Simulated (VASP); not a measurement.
# Sn2H3Br (Fmm2) in VASP: relaxation of cell and atoms with PBE

Aim: the relaxation of cell and atoms of Sn2H3Br with PBE.

All numbers are computed with VASP 6.6.1; they aren't measurements. Logs are shortened: lines on timing, memory, paths and dates and some standing lists are left out, and cuts for length are marked.

## 1. The cell of the first run

The structure is orthorhombic, space group Fmm2 (No. 42). The conventional cell has a = 5.137 Å, b = 8.928 Å, c = 8.812 Å, α = 90.00°, β = 90.00°, γ = 90.00°. Sn (site symmetry 2) has 2 Sn at 2.57 Å and 6 H at 2.66 to 2.68 Å and 2 Br at 2.70 Å within 3.4 Å. Within 3.5 Å of H (site symmetry mm2) lie 4 Sn at 2.68 Å and 3 Br at 2.86 to 3.00 Å and 8 H at 3.29 to 3.32 Å. Within 3.5 Å of H (site symmetry m) lie 4 Sn at 2.66 Å and 7 H at 2.96 to 3.32 Å and 4 Br at 3.28 to 3.36 Å. Br (site symmetry mm2) has 4 Sn at 2.70 Å and 11 H at 2.86 to 3.36 Å within 3.6 Å.

The cell was generated, and may not be a known phase.

## 2. Relaxation of cell and atoms, PBE

The input, INCAR:

```
PREC = Accurate ; ENCUT = 1230
EDIFF = 1E-7 ; ISMEAR = 0
SIGMA = 0.15 ; LREAL = F
LASPH = T ; NELM = 120
ALGO = Normal ; ISIF = 3
LWAVE = F ; LCHARG = F
GGA = PE ; IBRION = 2
NSW = 36 ; EDIFFG = -0.08
GGA_COMPAT = F ; NELMIN = 4
```

The input, KPOINTS:

```
Automatic mesh
0
Gamma
  3 3 3
```

The input, POSCAR:

```
Sn2H3Br
1.0
    0.0000000000      4.4639010500      4.4057822300
    2.5686851800      0.0000000000      4.4057822300
    2.5686851800      4.4639010500      0.0000000000
Sn H Br
2 3 1
Direct
    0.2514250100      0.2514250100      0.2485749900
    0.7514250100      0.7514250100      0.7485749900
    0.8352320300      0.8352320300      0.1647679700
    0.6672270500      0.3354190100      0.6645809900
    0.3354190100      0.6672270500      0.3327729500
    0.1592720200      0.1592720200      0.8407279800
```

Potentials or basis: VASP PAW PBE potentials, release 64 (Sn_d, H_h, Br).

On the command line:

```console
$ cat potpaw_PBE.64/Sn_d/POTCAR potpaw_PBE.64/H_h/POTCAR potpaw_PBE.64/Br/POTCAR > POTCAR
$ mpirun -np 1 vasp_std > vasp.out
```

OUTCAR:

```text
PREC = Accurate
   ENCUT = 1230
   EDIFF = 1E-7
   ISMEAR = 0
   LREAL = F
   LASPH = T
   NELM = 120
   ISIF = 3
   GGA = PE
   IBRION = 2
   NSW = 36
   EDIFFG = -0.08
   NELMIN = 4

 ion  position               nearest neighbor table
   1  0.251  0.251  0.249-   2 2.57   2 2.57   6 2.70   6 2.70
   2  0.751  0.751  0.749-   1 2.57   1 2.57   6 2.70   6 2.70
   3  0.835  0.835  0.165-
   4  0.667  0.335  0.665-
   5  0.335  0.667  0.333-
   6  0.159  0.159  0.841-   2 2.70   2 2.70   1 2.70   1 2.70

  LATTYP: Found a face centered orthorhombic cell.
 ALAT       =     5.1373703600
 B/A-ratio  =     1.7151896481
 C/A-ratio  =     1.7378155504

  Lattice vectors:

 A1 = (   0.0000000000,   4.4639010500,   4.4057822300)
 A2 = (  -2.5686851800,   4.4639010500,   0.0000000000)
 A3 = (  -2.5686851800,   0.0000000000,   4.4057822300)

Analysis of symmetry for initial positions (statically):
=====================================================================
 Subroutine PRICEL returns:
 Original cell was already a primitive cell.

 Routine SETGRP: Setting up the symmetry group for a
 face centered orthorhombic supercell.

 Subroutine GETGRP returns: Found  4 space group operations
 (whereof  4 operations were pure point group operations)
 out of a pool of  8 trial point group operations.

The static configuration has the point symmetry C_2v.

Analysis of symmetry for dynamics (positions and initial velocities):
=====================================================================
 Subroutine PRICEL returns:
 Original cell was already a primitive cell.

 Routine SETGRP: Setting up the symmetry group for a
 face centered orthorhombic supercell.

 Subroutine GETGRP returns: Found  4 space group operations
 (whereof  4 operations were pure point group operations)
 out of a pool of  8 trial point group operations.

The dynamic configuration has the point symmetry C_2v.

 Subroutine INISYM returns: Found  4 space group operations
 (whereof  4 operations are pure point group operations),
 and found     1 'primitive' translations

----------------------------------------------------------------------------------------

                                     Primitive cell

  volume of cell :     101.0365

  direct lattice vectors                    reciprocal lattice vectors
     0.000000000  4.463901050  4.405782230    -0.194652114  0.112009651  0.113487225
     2.568685180  0.000000000  4.405782230     0.194652114 -0.112009651  0.113487225
     2.568685180  4.463901050  0.000000000     0.194652114  0.112009651 -0.113487225

  length of vectors
     6.271947835  5.099907902  5.150199621     0.251624636  0.251624636  0.251624636

  position of ions in fractional coordinates (direct lattice)
     0.251425010  0.251425010  0.248574990
     0.751425010  0.751425010  0.748574990
     0.835232030  0.835232030  0.164767970
     0.667227050  0.335419010  0.664580990
     0.335419010  0.667227050  0.332772950
     0.159272020  0.159272020  0.840727980

  ion indices of the primitive-cell ions
   primitive index   ion index
                 1           1
                 2           2
                 3           3
                 4           4
                 5           5
                 6           6

----------------------------------------------------------------------------------------

 KPOINTS: Automatic mesh

Automatic generation of k-mesh.
 Grid dimensions read from file:
 generate k-points for:    3    3    3

 Generating k-lattice:

  Cartesian coordinates                     Fractional coordinates (reciprocal lattice)
    -0.064884038  0.037336550  0.037829075     0.333333333  0.000000000  0.000000000
     0.064884038 -0.037336550  0.037829075     0.000000000  0.333333333  0.000000000
     0.064884038  0.037336550 -0.037829075     0.000000000  0.000000000  0.333333333

  Length of vectors
     0.083874879  0.083874879  0.083874879

  Shift w.r.t. Gamma in fractional coordinates (k-lattice)
     0.000000000  0.000000000  0.000000000

 Subroutine IBZKPT returns following result:
 ===========================================

 Found      8 irreducible k-points:

 Following reciprocal coordinates:
            Coordinates               Weight
  0.000000  0.000000  0.000000      1.000000
  0.333333  0.000000  0.000000      8.000000
  0.333333  0.333333  0.000000      2.000000
 -0.333333  0.333333  0.000000      4.000000
  0.333333  0.000000  0.333333      2.000000
 -0.333333  0.000000  0.333333      4.000000
  0.000000  0.333333  0.333333      2.000000
 -0.333333  0.333333  0.333333      4.000000
   k-points           NKPTS =      8   k-points in BZ     NKDIM =      8   number of bands    NBANDS=     23
   number of dos      NEDOS =    301   number of ions     NIONS =      6
   total plane-waves  NPLWV = 259200
   dimension x,y,z NGX =    72 NGY =   60 NGZ =   60
   dimension x,y,z NGXF=   144 NGYF=  120 NGZF=  120
   ions per type =               2   3   1
   NGX,Y,Z   is equivalent  to a cutoff of  19.08, 19.56, 19.37 a.u.
   NGXF,Y,Z  is equivalent  to a cutoff of  38.17, 39.12, 38.74 a.u.
 SYSTEM =  unknown system
   PREC   = accura    normal or accurate (medium, high low for compatibility)
   ISTART =      0    job   : 0-new  1-cont  2-samecut
   ICHARG =      2    charge: 1-file 2-atom 10-const
   ISPIN  =      1    spin polarized calculation?
   LNONCOLLINEAR =      F non collinear calculations
   LSORBIT =      F    spin-orbit coupling
   LASPH  =      T    aspherical Exc in radial PAW
   ENCUT  = 1230.0 eV  90.40 Ry    9.51 a.u.  17.94 14.58 14.73*2*pi/ulx,y,z
   NELM   =    120;   NELMIN=  4; NELMDL= -5     # of ELM steps
   EDIFF  = 0.1E-06   stopping-criterion for ELM
   LREAL  =      F    real-space projection
   EDIFFG = -.8E-01   stopping-criterion for IOM
   NSW    =     36    number of steps for IOM
   IBRION =      2    ionic relax: 0-MD 1-quasi-New 2-CG
   NFREE  =      1    steps in history (QN), initial steepest desc. (CG)
   ISIF   =      3    stress and relaxation
   ISYM   =      2    0-nonsym 1-usesym 2-fastsym
   POTIM  = 0.5000    time-step for ionic-motion
   TEBEG  =    0.0;   TEEND  =   0.0 temperature during run
   PSTRESS=    0.0 pullay stress
   NELECT =      38.0000    total number of electrons
   NUPDOWN=      -1.0000    fix difference up-down
   EMIN   =  10.00;   EMAX   =-10.00  energy-range for DOS
   EFERMI =   0.00;   METHOD = LEGACY
   ISMEAR =     0;   SIGMA  =   0.15  broadening in eV -4-tet -1-fermi 0-gaus
   EFERMI_NEDOS =   21; number of points for ismear=-14 and -15
   IALGO  =     38    algorithm
   IMIX   =      4    mixing-type and parameters
     AMIX     =   0.40;   BMIX     =  1.00
     AMIX_MAG =   1.60;   BMIX_MAG =  1.00
  volume/ion in A,a.u.               =      16.84       113.64
  Fermi-wavevector in a.u.,A,eV,Ry     =   1.181707  2.233103 18.999609  1.396432
  Thomas-Fermi vector in A             =   2.317975
   LORBIT       =      0    0 simple, 1 ext, 2 COOP (PROOUT), +10 PAW based schemes
   GGA     = PE    functional components
   LHFCALC =     F    Hartree Fock is set to
   AEXX    =    0.0000 exact exchange contribution
   IVDW    =     0    specifies the selected vdW correction
   LEPSILON=     F    determine dielectric tensor
   LRPA    =     F    only Hartree local field effects (RPA)
 conjugate gradient relaxation of ions
 non-spin polarized calculation
 Gauss-broadening in eV      SIGMA  =   0.15
  energy-cutoff  :     1230.00
  volume of cell :      101.04
 maximum number of plane-waves:      9921
   NGX = 35   NGY = 29   NGZ = 29

--------------------------------------- Ionic step        1  -------------------------------------------

 number of electron      38.0000000 magnetization

 Free energy of the ion-electron system (eV)
  ---------------------------------------------------
  ext. energy  EPLUGINS =         0.00000000
  ---------------------------------------------------
  free energy    TOTEN  =       -14.20374711 eV

  energy without entropy =      -14.18348189  energy(sigma->0) =      -14.19361450

------------------------ aborting loop because EDIFF is reached ----------------------------------------

  FORCE on cell =-STRESS in cart. coord.  units (eV):
  Direction    XX          YY          ZZ          XY          YZ          ZX
  --------------------------------------------------------------------------------------
  -------------------------------------------------------------------------------------
  Total       17.9824286      7.6689858     -3.1897049      0.0000000      0.0000000      0.0000000
  in kB      285.1546544    121.6102141    -50.5804422      0.0000000      0.0000000      0.0000000
  external PRESSURE =     118.7281421 kB  Pullay stress =       0.0000000 kB
[... 101 lines left out ...]
  FREE ENERGIE OF THE ION-ELECTRON SYSTEM (eV)
  ---------------------------------------------------
  free  energy   TOTEN  =       -15.9734016101 eV

  energy  without entropy=      -15.9618235230  energy(sigma->0) =      -15.96761257

 E-fermi :   5.4354     XC(G=0):  -9.6299

 val. band max:        4.9680801223   @ k =  -0.3333   0.3333   0.0000
 cond. band min:       5.4965009236   @ k =   0.3333   0.3333   0.0000
 fundamental gap:      0.5284208013
 Fermi energy:         5.4354035974

 k-point     1 :       0.0000    0.0000    0.0000
  band No.  band energies     occupation
      1     -16.4373      2.00000
      2     -16.4162      2.00000
      3     -16.3550      2.00000
      4     -16.3455      2.00000
      5     -16.3437      2.00000
      6     -16.3155      2.00000
[... 197 lines left out ...]
     22       8.9581      0.00000
     23       9.2323      0.00000

[... ionic steps 4 to 32 ...]

--------------------------------------- Ionic step       33  -------------------------------------------

 number of electron      38.0000003 magnetization

------------------------ aborting loop because EDIFF is reached ----------------------------------------

  FORCE on cell =-STRESS in cart. coord.  units (eV):
  Direction    XX          YY          ZZ          XY          YZ          ZX
  --------------------------------------------------------------------------------------
  -------------------------------------------------------------------------------------
  Total        1.2748616     -0.6514857     -0.3696652      0.0000000      0.0000000      0.0000000
  in kB       13.6421386     -6.9714693     -3.9557419      0.0000000      0.0000000      0.0000000
  external PRESSURE =       0.9049758 kB  Pullay stress =       0.0000000 kB
[... 65 lines left out ...]
  energy  without entropy=      -17.7034139825  energy(sigma->0) =      -17.70355516

--------------------------------------- Ionic step       35  -------------------------------------------

 number of electron      38.0000002 magnetization

 Free energy of the ion-electron system (eV)
  ---------------------------------------------------
  ext. energy  EPLUGINS =         0.00000000
  ---------------------------------------------------
  free energy    TOTEN  =       -17.70964790 eV

  energy without entropy =      -17.70943542  energy(sigma->0) =      -17.70954166

 E-fermi :   1.7288     XC(G=0):  -7.2864

 val. band max:        1.4495058149   @ k =   0.0000   0.0000   0.0000
 cond. band min:       2.0580496550   @ k =  -0.3333   0.3333   0.0000
 fundamental gap:      0.6085438401
 Fermi energy:         1.7288145618

 k-point     1 :       0.0000    0.0000    0.0000
  band No.  band energies     occupation
      1     -20.1995      2.00000
      2     -20.1170      2.00000
      3     -20.0759      2.00000
      4     -20.0685      2.00000
      5     -20.0677      2.00000
      6     -20.0660      2.00000
[... 230 lines left out ...]
  FREE ENERGIE OF THE ION-ELECTRON SYSTEM (eV)
  ---------------------------------------------------
  free  energy   TOTEN  =       -17.7096478974 eV

  energy  without entropy=      -17.7094354181  energy(sigma->0) =      -17.70954166

 reached required accuracy - stopping structural energy minimisation
```

It took 33 min on 1 thread of Intel Xeon 6975P-C (Granite Rapids), shared host; peak memory 0.67 GiB.

Results:

```
Free energy                           : -17.7096 eV
Relaxed volume                        : 25.37 Å³/atom
Relaxed cell                          : a = 7.229 Å, b = 6.833 Å, c = 5.077 Å, α = 73.07°, β = 64.72°, γ = 42.21°
Space group after relaxing (to 0.1 Å) : Fmm2 (No. 42)
Energy gained by relaxing             : 584.3 meV/atom
Ionic steps                           : 35
Pressure after relaxing               : -0.3 GPa
Largest force after relaxing          : 0.047 eV/Å
Band gap on the k mesh                : 0.61 eV (least direct gap 0.73 eV)
```

Forces on the atoms (eV/Å):
```
Sn   0.000  0.000 -0.042
Sn   0.000  0.000 -0.042
H    0.000  0.000  0.004
H    0.000 -0.012  0.016
H    0.000  0.012  0.016
Br   0.000  0.000  0.047
```

Step by step:
```
step  energy change (eV)  largest force (eV/Å)  pressure (GPa)  volume (Å³)
   1              0.0000                1.5336           11.87       101.04
   2             -1.7160                0.5399           -1.37       119.63
   3             -1.7697                0.5644           -2.52       122.95
   4             -1.7376                0.6052           -4.25       129.64
   5             -1.7781                0.5780           -3.13       124.97
   6             -2.0324                0.5536           -2.23       119.31
   7             -2.2147                0.6270           -0.65       111.73
   8             -2.1112                0.7978            4.81        96.63
   9             -2.2554                0.6980            0.91       106.14
  10             -2.3760                0.6129            0.50       106.55
  11             -2.6083                0.3612           -0.25       107.66
  12             -2.4791                0.5665           -0.03       109.41
  13             -2.6473                0.3853           -0.42       108.38
  14             -2.7448                0.1164            1.03       106.48
  15             -2.7467                0.1409            1.33       106.14
  16             -2.8145                0.3236           -0.18       112.82
  17             -2.8329                0.4225           -0.92       117.74
  18             -2.8881                0.4816           -0.70       119.28
  19             -2.9855                0.6505            0.18       123.36
  20             -2.9940                0.7199            0.63       124.82
  21             -3.0643                0.7318            0.25       129.40
  22             -3.2096                0.7039           -0.61       142.66
  23             -3.0727                1.0346           -0.93       166.72
  24             -3.2323                0.6740           -0.46       147.94
  25             -3.3292                0.4456           -0.77       152.37
  26             -3.3611                0.3120           -0.94       155.12
  27             -3.3548                0.2652           -1.21       160.09
  28             -3.3713                0.2107           -1.01       156.79
  29             -3.4072                0.1825            0.15       150.92
  30             -3.4075                0.1898            0.26       150.38
  31             -3.4274                0.1721            0.26       150.38
  32             -3.4819                0.1047            0.23       150.28
  33             -3.4550                0.3186            0.09       149.72
  34             -3.4999                0.1169            0.16       150.13
  35             -3.5059                0.0472           -0.32       152.22
```

Final structure:
```
Sn H Br
1.0
     0.00000    3.95893    6.04875
     3.17825    0.00000    6.04875
     3.17825    3.95893    0.00000
Sn H Br
2 3 1
Cartesian
  1.5891 1.9795 3.9407
  4.7674 5.9384 9.9894
  3.1783 3.9589 10.1087
  3.1783 5.3930 5.1161
  3.1783 2.5249 5.1161
  3.1783 3.9589 2.0216
```

Caveat: the k points lie up to 0.46 Å⁻¹ apart in the final cell; the volume moved by over 15 % at a fixed basis, so the end points are rough; semilocal functionals underestimate gaps, and a narrow one can read as zero; spin-orbit coupling is left out, which moves the levels of the heavy elements; the relaxation stopped at a loose force limit of 0.08 eV/Å, so its end isn't a converged minimum. A k mesh can miss the band edges.
